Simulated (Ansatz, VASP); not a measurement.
## One calculation of GaP, two programs

```
Ga P
1.0
     0.00000    2.69555    2.69555
     2.69555    0.00000    2.69555
     2.69555    2.69555    0.00000
Ga P
1 1
Direct
  0.00000 0.00000 0.00000
  0.25000 0.25000 0.25000
```

Alike in both runs: functional LDA; k mesh 13 × 13 × 13; occupations fermi-dirac, width 0.1 eV; no spin polarisation.

Ansatz relaxed the structure, and its values are those at the end. VASP's run is a single point on that final structure, the one shown.

```csv
,VASP,Ansatz
version,VASP 6.6.1,Ansatz 0.2.0
potentials or method,"VASP PAW LDA potentials, release 64 (Ga_d, P)","PAW with Ansatz's default frozen-core files, scalar-relativistic"
plane-wave cutoff (eV),520,420
valence electrons in the cell,18,18
```

|  | VASP | Ansatz | Ansatz less VASP |
| --- | --- | --- | --- |
| pressure (GPa) | 0.1 | 0.0 | -0.08 |

LDA's correlation is that of Perdew and Zunger in VASP and of Perdew and Wang (1992) in Ansatz.
